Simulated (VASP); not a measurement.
# C in VASP: a series of runs

The runs below take C through single point, with PBE-based screened hybrid with 25 % exact exchange, PBEsol.

All numbers are computed with VASP 6.6.1; they aren't measurements. Logs are shortened: lines on timing, memory, paths and dates and some standing lists are left out, and cuts for length are marked.

## Step 1: The cell of the first run

It takes space group Fd-3m (No. 227, cubic). The conventional cell has a = 3.590 Å, b = 3.590 Å, c = 3.590 Å, α = 90.00°, β = 90.00°, γ = 90.00°. Within 2.1 Å of C (site symmetry -43m) lie 4 C at 1.55 Å.

## Step 2: Single point, PBE-based screened hybrid with 25 % exact exchange

POSCAR reads:

```
C
1.0
    0.0000000000      1.7951807415      1.7951807415
    1.7951807415      0.0000000000      1.7951807415
    1.7951807415      1.7951807415      0.0000000000
C
2
Direct
    0.7500000000      0.7500000000      0.7500000000
    0.5000000000      0.5000000000      0.5000000000
```

INCAR.step1 reads:

```
SYSTEM = C
PREC = Accurate ; ENCUT = 520
EDIFF = 1E-5 ; ISMEAR = -1
SIGMA = 0.05 ; LREAL = .False.
LASPH = .True. ; NELM = 60
ALGO = Normal ; ISIF = 2
LWAVE = .True. ; LCHARG = .False.
GGA = PE ; NBANDS = 11
```

INCAR.step2 reads:

```
SYSTEM = C
PREC = Accurate ; ENCUT = 520
EDIFF = 1E-7 ; ISMEAR = -1
SIGMA = 0.05 ; LREAL = .False.
LASPH = .True. ; NELM = 60
ALGO = Normal ; ISIF = 2
LWAVE = .False. ; LCHARG = .False.
GGA = PE ; LHFCALC = .True.
AEXX = 0.25 ; HFSCREEN = 0.3
PRECFOCK = Normal ; ISTART = 1
NBANDS = 11
```

KPOINTS reads:

```
regular mesh
0
Gamma
  7 7 7
  0 0 0
```

Potentials or basis: VASP PAW PBE potentials, release 64 (C).

On the command line:

```console
$ cat potpaw_PBE.64/C/POTCAR > POTCAR
$ cp INCAR.step1 INCAR
$ mpirun -np 1 vasp_std > vasp.out
$ cp INCAR.step2 INCAR
$ mpirun -np 1 vasp_std > vasp.out
```

OUTCAR:

```text
SYSTEM = C
   PREC = Accurate
   ENCUT = 520
   EDIFF = 1E-7
   ISMEAR = -1
   LREAL = .False.
   LASPH = .True.
   NELM = 60
   ISIF = 2
   GGA = PE
   LHFCALC = .True.
   AEXX = 0.25
   HFSCREEN = 0.3
   PRECFOCK = Normal
   ISTART = 1

 ion  position               nearest neighbor table
   1  0.750  0.750  0.750-   2 1.55   2 1.55   2 1.55   2 1.55
   2  0.500  0.500  0.500-   1 1.55   1 1.55   1 1.55   1 1.55

  LATTYP: Found a face centered cubic cell.
 ALAT       =     3.5903614830

  Lattice vectors:

 A1 = (   0.0000000000,   1.7951807415,   1.7951807415)
 A2 = (   1.7951807415,   0.0000000000,   1.7951807415)
 A3 = (   1.7951807415,   1.7951807415,   0.0000000000)

Analysis of symmetry for initial positions (statically):
=====================================================================
 Subroutine PRICEL returns:
 Original cell was already a primitive cell.

 Routine SETGRP: Setting up the symmetry group for a
 face centered cubic supercell.

 Subroutine GETGRP returns: Found 48 space group operations
 (whereof 24 operations were pure point group operations)
 out of a pool of 48 trial point group operations.

The static configuration has the point symmetry T_d .
 The point group associated with its full space group is O_h .

Analysis of symmetry for dynamics (positions and initial velocities):
=====================================================================
 Subroutine PRICEL returns:
 Original cell was already a primitive cell.

 Routine SETGRP: Setting up the symmetry group for a
 face centered cubic supercell.

 Subroutine GETGRP returns: Found 48 space group operations
 (whereof 24 operations were pure point group operations)
 out of a pool of 48 trial point group operations.

The dynamic configuration has the point symmetry T_d .
 The point group associated with its full space group is O_h .

 Subroutine INISYM returns: Found 48 space group operations
 (whereof 24 operations are pure point group operations),
 and found     1 'primitive' translations

----------------------------------------------------------------------------------------

                                     Primitive cell

  volume of cell :      11.5706

  direct lattice vectors                    reciprocal lattice vectors
     0.000000000  1.795180742  1.795180742    -0.278523487  0.278523487  0.278523487
     1.795180742  0.000000000  1.795180742     0.278523487 -0.278523487  0.278523487
     1.795180742  1.795180742  0.000000000     0.278523487  0.278523487 -0.278523487

  length of vectors
     2.538768952  2.538768952  2.538768952     0.482416831  0.482416831  0.482416831

  position of ions in fractional coordinates (direct lattice)
     0.750000000  0.750000000  0.750000000
     0.500000000  0.500000000  0.500000000

  ion indices of the primitive-cell ions
   primitive index   ion index
                 1           1
                 2           2

----------------------------------------------------------------------------------------

 KPOINTS: regular mesh

Automatic generation of k-mesh.
 Grid dimensions read from file:
 generate k-points for:    7    7    7

 Generating k-lattice:

  Cartesian coordinates                     Fractional coordinates (reciprocal lattice)
    -0.039789070  0.039789070  0.039789070     0.142857143  0.000000000  0.000000000
     0.039789070 -0.039789070  0.039789070     0.000000000  0.142857143  0.000000000
     0.039789070  0.039789070 -0.039789070     0.000000000  0.000000000  0.142857143

  Length of vectors
     0.068916690  0.068916690  0.068916690

  Shift w.r.t. Gamma in fractional coordinates (k-lattice)
     0.000000000  0.000000000  0.000000000

 Subroutine IBZKPT returns following result:
 ===========================================

 Found     20 irreducible k-points:

 Following reciprocal coordinates:
            Coordinates               Weight
  0.000000  0.000000  0.000000      1.000000
  0.142857  0.000000  0.000000      8.000000
  0.285714  0.000000  0.000000      8.000000
  0.428571  0.000000  0.000000      8.000000
  0.142857  0.142857  0.000000      6.000000
  0.285714  0.142857  0.000000     24.000000
[... 12 lines left out ...]
 -0.428571  0.428571  0.142857     24.000000
 -0.285714  0.428571  0.142857     24.000000
   k-points           NKPTS =     20   k-points in BZ     NKDIM =    343   number of bands    NBANDS=     11
   number of dos      NEDOS =    301   number of ions     NIONS =      2
   total plane-waves  NPLWV =   8000
   dimension x,y,z NGX =    20 NGY =   20 NGZ =   20
   dimension x,y,z NGXF=    40 NGYF=   40 NGZF=   40
   ions per type =               2
   NGX,Y,Z   is equivalent  to a cutoff of  13.10, 13.10, 13.10 a.u.
   NGXF,Y,Z  is equivalent  to a cutoff of  26.19, 26.19, 26.19 a.u.
 SYSTEM =  C
   PREC   = accura    normal or accurate (medium, high low for compatibility)
   ISTART =      1    job   : 0-new  1-cont  2-samecut
   ICHARG =      0    charge: 1-file 2-atom 10-const
   ISPIN  =      1    spin polarized calculation?
   LNONCOLLINEAR =      F non collinear calculations
   LSORBIT =      F    spin-orbit coupling
   LASPH  =      T    aspherical Exc in radial PAW
   ENCUT  =  520.0 eV  38.22 Ry    6.18 a.u.   4.72  4.72  4.72*2*pi/ulx,y,z
   NELM   =     60;   NELMIN=  2; NELMDL=  0     # of ELM steps
   EDIFF  = 0.1E-06   stopping-criterion for ELM
   LREAL  =      F    real-space projection
   EDIFFG = 0.1E-05   stopping-criterion for IOM
   NSW    =      0    number of steps for IOM
   IBRION =     -1    ionic relax: 0-MD 1-quasi-New 2-CG
   NFREE  =      0    steps in history (QN), initial steepest desc. (CG)
   ISIF   =      2    stress and relaxation
   ISYM   =      3    0-nonsym 1-usesym 2-fastsym
   POTIM  = 0.5000    time-step for ionic-motion
   TEBEG  =    0.0;   TEEND  =   0.0 temperature during run
   PSTRESS=    0.0 pullay stress
   NELECT =       8.0000    total number of electrons
   NUPDOWN=      -1.0000    fix difference up-down
   EMIN   =  10.00;   EMAX   =-10.00  energy-range for DOS
   EFERMI =   0.00;   METHOD = LEGACY
   ISMEAR =    -1;   SIGMA  =   0.05  broadening in eV -4-tet -1-fermi 0-gaus
   EFERMI_NEDOS =   21; number of points for ismear=-14 and -15
   IALGO  =     38    algorithm
   IMIX   =      1    mixing-type and parameters
     AMIX     =   0.40;   BMIX     =  1.00
     AMIX_MAG =   1.60;   BMIX_MAG =  1.00
  volume/ion in A,a.u.               =       5.79        39.04
  Fermi-wavevector in a.u.,A,eV,Ry     =   1.447616  2.735597 28.512253  2.095592
  Thomas-Fermi vector in A             =   2.565550
   LORBIT       =      0    0 simple, 1 ext, 2 COOP (PROOUT), +10 PAW based schemes
   GGA     = PE    functional components
   LHFCALC =     T    Hartree Fock is set to
   PRECFOCK=normal    Normal, Fast or Accurate (Low or Medium for compatibility)
   ENCUT4O =  -1.0   cutoff for four orbital integrals eV
   NKREDX  =     1    reduce k-point grid by
   NKREDY  =     1    reduce k-point grid by
   NKREDZ  =     1    reduce k-point grid by
   AEXX    =    0.2500 exact exchange contribution
   HFSCREEN=    0.3000 screening length (either q_TF or 0.3 A-1)
   HFSCREENC=   0.3000 screening length for correlation (either q_TF or 0.3 A-1)
   ENCUTFOCK=  -1.0 apply spherical cutoff to Coloumb kernel
   IVDW    =     0    specifies the selected vdW correction
   LEPSILON=     F    determine dielectric tensor
   LRPA    =     F    only Hartree local field effects (RPA)
 non-spin polarized calculation
  energy-cutoff  :      520.00
  volume of cell :       11.57
 maximum number of plane-waves:       331
  NGX = 16; NGY = 16; NGZ = 16

 number of electron       8.0000000 magnetization

 Free energy of the ion-electron system (eV)
  ---------------------------------------------------
  ext. energy  EPLUGINS =         0.00000000
  ---------------------------------------------------
  free energy    TOTEN  =       -20.60336829 eV

  energy without entropy =      -20.60336829  energy(sigma->0) =      -20.60336829

 E-fermi :   9.9272     XC(G=0): -10.8987

 val. band max:        8.9481890973   @ k =   0.0000   0.0000   0.0000
 cond. band min:      14.0749428741   @ k =   0.4286   0.4286   0.0000
 fundamental gap:      5.1267537769
 Fermi energy:         9.9271624993

 k-point     1 :       0.0000    0.0000    0.0000
  band No.  band energies     occupation
      1     -14.2167      2.00000
      2       8.9482      2.00000
      3       8.9482      2.00000
      4       8.9482      2.00000
      5      15.6342      0.00000
      6      15.6342      0.00000
      7      15.6342      0.00000
      8      23.4688      0.00000
      9      29.2850      0.00000
     10      36.7528      0.00000
     11      36.7528      0.00000

 k-point     2 :       0.1429    0.0000    0.0000
  band No.  band energies     occupation
      1     -13.6148      2.00000
      2       5.7967      2.00000
      3       8.1107      2.00000
      4       8.1107      2.00000
      5      16.7437      0.00000
      6      16.7437      0.00000
      7      17.1288      0.00000
      8      24.0332      0.00000
      9      30.1880      0.00000
     10      33.3053      0.00000
     11      33.3053      0.00000

 k-point     3 :       0.2857    0.0000    0.0000
  band No.  band energies     occupation
      1     -11.8360      2.00000
      2       0.5817      2.00000
      3       6.8208      2.00000
      4       6.8208      2.00000
      5      18.2153      0.00000
      6      18.2153      0.00000
      7      18.3238      0.00000
      8      25.3212      0.00000
      9      30.9904      0.00000
     10      32.7900      0.00000
     11      32.7900      0.00000
[... 211 lines left out ...]
 k-point    19 :      -0.4286    0.4286    0.1429
  band No.  band energies     occupation
      1      -6.6088      2.00000
      2      -2.3787      2.00000
      3       0.9282      2.00000
      4       1.6526      2.00000
      5      16.9718      0.00000
      6      18.1977      0.00000
      7      24.1385      0.00000
      8      26.3878      0.00000
      9      31.6789      0.00000
     10      33.0854      0.00000
     11      40.2760      0.00000

 k-point    20 :      -0.2857    0.4286    0.1429
  band No.  band energies     occupation
      1      -5.2296      2.00000
      2      -3.3842      2.00000
      3      -0.7124      2.00000
      4       1.9700      2.00000
      5      18.1610      0.00000
      6      21.9937      0.00000
      7      23.1900      0.00000
      8      24.0121      0.00000
      9      29.7100      0.00000
     10      33.4867      0.00000
     11      38.1926      0.00000

------------------------ aborting loop because EDIFF is reached ----------------------------------------

  FORCE on cell =-STRESS in cart. coord.  units (eV):
  Direction    XX          YY          ZZ          XY          YZ          ZX
  --------------------------------------------------------------------------------------
  -------------------------------------------------------------------------------------
  Total       -1.1072997     -1.1072997     -1.1072997      0.0000000      0.0000000      0.0000000
  in kB     -153.3279124   -153.3279124   -153.3279124      0.0000000      0.0000000      0.0000000
  external PRESSURE =    -153.3279124 kB  Pullay stress =       0.0000000 kB

 VOLUME and BASIS-vectors are now :
 -----------------------------------------------------------------------------
  energy-cutoff  :      520.00
  volume of cell :       11.57
      direct lattice vectors                 reciprocal lattice vectors
     0.000000000  1.795180742  1.795180742    -0.278523487  0.278523487  0.278523487
     1.795180742  0.000000000  1.795180742     0.278523487 -0.278523487  0.278523487
     1.795180742  1.795180742  0.000000000     0.278523487  0.278523487 -0.278523487

 POSITION                                       TOTAL-FORCE (eV/Angst)
 -----------------------------------------------------------------------------------
      2.69277      2.69277      2.69277        -0.000000     -0.000000     -0.000000
      1.79518      1.79518      1.79518         0.000000      0.000000      0.000000
 -----------------------------------------------------------------------------------
    total drift:                                0.000000      0.000000      0.000000

  FREE ENERGIE OF THE ION-ELECTRON SYSTEM (eV)
  ---------------------------------------------------
  free  energy   TOTEN  =       -20.6033682930 eV

  energy  without entropy=      -20.6033682929  energy(sigma->0) =      -20.60336829
```

Run time: 6 min. Hardware: 1 thread of Intel Xeon 8259CL, shared host; peak memory 0.22 GiB.

What came out:

```
Free energy            : -20.6034 eV
Pressure               : -15.3 GPa
Band gap on the k mesh : 5.13 eV (least direct gap 6.69 eV)
```

Levels at points of the mesh, in eV from the valence-band top:
```tsv
k point	band 2	band 3	band 4	band 5	band 6	band 7
(0.00, 0.00, 0.00)	0.00	0.00	0.00	6.69	6.69	6.69
```

Caveat: the k points lie up to 0.43 Å⁻¹ apart; the PAW data sets were made with another functional, which shifts forces and pressure a little; an odd mesh through Γ misses points on the zone boundary, where band edges can lie.

## Step 3: Single point, PBEsol (last atom moved by 0.04 Å along z, cell strained by +1.0% along z)

INCAR reads:

```
SYSTEM = C
GGA = PS ; ISMEAR = 0
SIGMA = 0.03 ; LWAVE = .False.
LCHARG = .False. ; ISIF = 2
PREC = Accurate ; LASPH = .True.
LREAL = .False. ; ALGO = Normal
EDIFF = 1E-6 ; NELM = 120
GGA_COMPAT = .False. ; ENCUT = 520
EFERMI = MIDGAP
```

KPOINTS reads:

```
Automatic mesh
0
Gamma
  11 11 11
  0 0 0
```

POSCAR reads:

```
C
1.0
    0.0000000000      1.7833700000      1.8012037000
    1.7833700000      0.0000000000      1.8012037000
    1.7833700000      1.7833700000      0.0000000000
C
2
Direct
    0.7500000000      0.7500000000      0.7500000000
    0.5112147200      0.5112147200      0.4887852800
```

Potentials or basis: VASP PAW PBE potentials, release 64 (C).

On the command line:

```console
$ cat potpaw_PBE.64/C/POTCAR > POTCAR
$ mpirun -np 1 vasp_std > vasp.out
```

It took 12 s on 1 thread of Intel Xeon Platinum 8488C (Sapphire Rapids), shared host; peak memory 0.13 GiB.

Results (log left out):

```yaml
Free_energy: -19.2133 eV
Pressure: -7.5 GPa
Largest_force: 1.452 eV/Å
Band_gap_on_the_k_mesh: 3.21 eV (least direct gap 4.28 eV)
```

Forces on the atoms (eV/Å):
```
C    0.000  0.000  1.452
C    0.000  0.000 -1.452
```

Stress tensor (GPa, compression positive):
```
 -4.30   1.62   0.00
  1.62  -4.30   0.00
  0.00   0.00 -13.79
```

Levels at points of the mesh, in eV from the valence-band top:
```csv
k point,band 1,band 2,band 3,band 4,band 5,band 6,band 7,band 8
"(0.00, 0.00, 0.00)",-22.06,-1.23,-0.74,0.00,4.28,4.90,5.36,12.47
```

Caveat: the cell differs from its parent crystal (last atom moved by 0.04 Å along z, cell strained by +1.0% along z); the cell stands under tension; the PAW data sets were made with another functional, which shifts forces and pressure a little; an odd mesh through Γ misses points on the zone boundary, where band edges can lie.

## Step 4: Single point, PBEsol (last atom moved by 0.04 Å along z, cell strained by +1.0% along z)

INCAR, as its differences from that of step 3:

```diff
@@ -7,3 +7,3 @@
 EDIFF = 1E-6 ; NELM = 120
-GGA_COMPAT = .False. ; ENCUT = 520
+GGA_COMPAT = .False. ; ENCUT = 840
 EFERMI = MIDGAP
```

KPOINTS reads:

```
Automatic mesh
0
Gamma
  21 21 21
  0 0 0
```

POSCAR is that of step 3.

On the command line:

```console
$ cat potpaw_PBE.64/C/POTCAR > POTCAR
$ mpirun -np 1 vasp_std > vasp.out
```

Wall time 61 s (1 thread of Intel Xeon Platinum 8488C (Sapphire Rapids), shared host); peak memory 0.31 GiB.

The run converged. Its results:

```yaml
Free_energy: -19.2264 eV
Pressure: -8.0 GPa
Largest_force: 1.447 eV/Å
Band_gap_on_the_k_mesh: 3.47 eV (least direct gap 4.28 eV)
```

Forces in eV/Å, atoms in the order of the input:
```
C    0.000  0.000  1.447
C    0.000  0.000 -1.447
```

Stress tensor (GPa, compression positive):
```
 -4.81   1.54   0.00
  1.54  -4.81   0.00
  0.00   0.00 -14.31
```

Levels at points of the mesh, in eV from the valence-band top:
```tsv
k point	band 2	band 3	band 4	band 5	band 6	band 7
(0.00, 0.00, 0.00)	-1.23	-0.74	0.00	4.28	4.90	5.36
```

Caveat: the cell differs from its parent crystal (last atom moved by 0.04 Å along z, cell strained by +1.0% along z); the cell stands under tension; the PAW data sets were made with another functional, which shifts forces and pressure a little; an odd mesh through Γ misses points on the zone boundary, where band edges can lie.

## Step 5: The runs side by side

| level | cell | k mesh | cutoff (eV) | smearing | dipole correction | grid for exact exchange (PRECFOCK) | share of exact exchange | screening parameter | tolerance level | gap on the mesh (eV) | pressure (GPa) | largest force (eV/Å) |
| --- | --- | --- | --- | --- | --- | --- | --- | --- | --- | --- | --- | --- |
| PBE-based screened hybrid with 25 % exact exchange | a = 2.539 Å, angles 60.0°, 2 atoms, atomic positions A | 7 × 7 × 7 | 520 | fermi-dirac 0.05 eV | no | Normal | 0.25 | 0.3 1/Å | - | 5.13 | -15.3 | - |
| PBEsol | a = 2.535, b = 2.535, c = 2.522 Å, angles 60.2, 60.2, 59.7°, 2 atoms, atomic positions B | 11 × 11 × 11 | 520 | gaussian 0.03 eV | - | - | - | - | screening | 3.21 | -7.5 | 1.45 |
| PBEsol | a = 2.535, b = 2.535, c = 2.522 Å, angles 60.2, 60.2, 59.7°, 2 atoms, atomic positions B | 21 × 21 × 21 | 840 | gaussian 0.03 eV | - | - | - | - | screening | 3.47 | -8.0 | 1.45 |

Alike in all rows: task single point; potentials or basis VASP PAW PBE potentials, release 64 (C); no spin polarisation.

Caveats: some runs use coarse meshes; the PAW data sets were made with another functional, which shifts forces and pressure a little; an odd mesh through Γ misses points on the zone boundary, where band edges can lie; the cell stands under tension (at least some runs).

Absolute energies hang on the potentials; compare differences alone.
